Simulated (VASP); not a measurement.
## Y: single point with PBEsol

The system is Y.

```
Y
1.0
     3.56021    0.00000    0.00000
    -1.78011    3.08323    0.00000
     0.00000    0.00000    5.89109
Y
2
Cartesian
  0.0000 2.0555 1.4728
  1.7801 1.0277 4.4183
```

This cell differs from its parent crystal: strain -0.025 along x and y, +0.025 along z.

```json
{"Program": "VASP 6.6.1", "Task": "single point", "Functional": "PBEsol", "Potentials or basis": "VASP PAW PBE potentials, release 64 (Y_sv)", "Cutoff": "520 eV", "k mesh": "18 × 18 × 8", "Occupations": "gaussian, width 0.15 eV", "Spin": "no spin polarisation", "Dipole correction": "no", "Further INCAR settings": "ALGO = Fast; EDIFF = 1e-06; NBANDS = 18"}
```

| Property | Result |
| --- | --- |
| Pressure | -1.4 GPa |
| Band gap on the k mesh | zero (bands 11 and 12 overlap by 1.10 eV) |

Stress tensor (GPa, compression positive):
```
-0.34  0.00  0.00
 0.00 -0.34  0.00
 0.00  0.00 -3.60
```

Levels at points of the mesh, in eV from the Fermi level:
```tsv
k point	band 7	band 8	band 9	band 10	band 11	band 12	band 13	band 14	band 15	band 16
(0.00, 0.00, 0.00)	-22.27	-22.27	-4.75	-2.01	0.60	1.67	1.82	1.82	2.34	2.34
(0.50, 0.00, 0.00)	-22.41	-22.35	-1.66	-1.24	-0.92	0.06	1.19	1.72	1.85	5.36
(0.00, 0.00, 0.50)	-22.31	-22.31	-3.39	-3.39	0.73	0.73	1.80	1.80	1.80	1.80
(0.50, 0.00, 0.50)	-22.42	-22.42	-1.70	-1.70	-0.05	-0.05	1.43	1.43	2.96	2.96
```

It took 10 min on 1 thread of Oxide Virtual Turin-like Processor, with other jobs on the host, peak memory 0.31 GiB.

Caveat: the cell differs from its parent crystal (strain -0.025 along x and y, +0.025 along z); the PAW data sets were made with another functional, which shifts forces and pressure a little.
